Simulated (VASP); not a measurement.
Set up this calculation in VASP 6.6.1, as the native input.

| Item | Value |
| --- | --- |
| Task | single point |
| Functional | PBE |
| Potentials or basis | VASP PAW PBE potentials, release 64 (F) |
| Cutoff | 520 eV |
| k mesh | 17 × 17 × 17 |
| Occupations | fermi-dirac, width 0.05 eV |
| Spin | no spin polarisation |
| Dipole correction | no |
| Further INCAR settings | ALGO = Normal; EDIFF = 1e-07; NBANDS = 10 |

The structure of F lies in POSCAR:

```
F
1.0
    1.6142902232      0.0000000000      0.0000000000
    0.0000000000      1.6142902232      0.0000000000
    0.0000000000      0.0000000000      1.6142902232
F
1
Direct
    0.0000000000      0.0000000000      0.0000000000
```

This cell differs from its parent crystal: volume scaled by 0.4.

The input as run:

INCAR

```
SYSTEM = F
PREC = Accurate ; ENCUT = 520
EDIFF = 1E-7 ; ISMEAR = -1
SIGMA = 0.05 ; LREAL = .False.
LASPH = .True. ; NELM = 100
ALGO = Normal ; ISIF = 2
LWAVE = .False. ; LCHARG = .False.
GGA = PE ; NBANDS = 10
```

KPOINTS

```
Automatic mesh
0
Gamma
  17 17 17
  0 0 0
```

Potentials or basis: VASP PAW PBE potentials, release 64 (F).

Run with:

```sh
$ cat potpaw_PBE.64/F/POTCAR > POTCAR
$ mpirun -np 1 vasp_std > vasp.out
```

It gave:

```
Pressure : 558.6 GPa
```

Caveat: an odd number of electrons without spin polarisation forces a metal; a magnetic or distorted state may lie lower.

Wall time 2.4 s on 1 thread of Intel(R) Xeon(R) Platinum 8375C CPU @ 2.90GHz (Ice Lake) (shared host), peak memory 0.11 GiB.
